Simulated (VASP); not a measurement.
A run of VASP 6.6.1:

Contents of INCAR:

```
SYSTEM = Co
ALGO = Normal
EDIFF = 1E-7
ENCUT = 520
GGA = PE
ISIF = 2
ISMEAR = -1
ISPIN = 2
LASPH = .True.
LCHARG = .True.
LELF = .True.
LMAXMIX = 4
LORBIT = 11
LREAL = .False.
LVHAR = .True.
LWAVE = .False.
MAGMOM = 2 2
NBANDS = 20
NELM = 150
PREC = Accurate
SIGMA = 0.05
```

KPOINTS

```
k-points
0
Gamma
  19 19 10
  0 0 0
```

File POSCAR:

```
Co
1.0
    2.4849561438      0.0000000000      0.0000000000
   -1.2424780719      2.1520351478      0.0000000000
    0.0000000000      0.0000000000      4.0357094384
Co
2
Direct
    0.3333333333      0.6666666667      0.2500000000
    0.6666666667      0.3333333333      0.7500000000
```

Potentials or basis: VASP PAW PBE potentials, release 64 (Co).

Launch:

```sh
$ cat potpaw_PBE.64/Co/POTCAR > POTCAR
$ mpirun -np 1 vasp_std > vasp.out
```

Hardware: 1 thread of Intel(R) Xeon(R) 6975P-C (Granite Rapids), with other jobs on the host.

Task: How long does it take, and how much memory?

Result: It took 82 s on 1 thread of Intel(R) Xeon(R) 6975P-C (Granite Rapids), on a shared host, peak memory 0.24 GiB. Counts: scf iterations 14, k points 240.
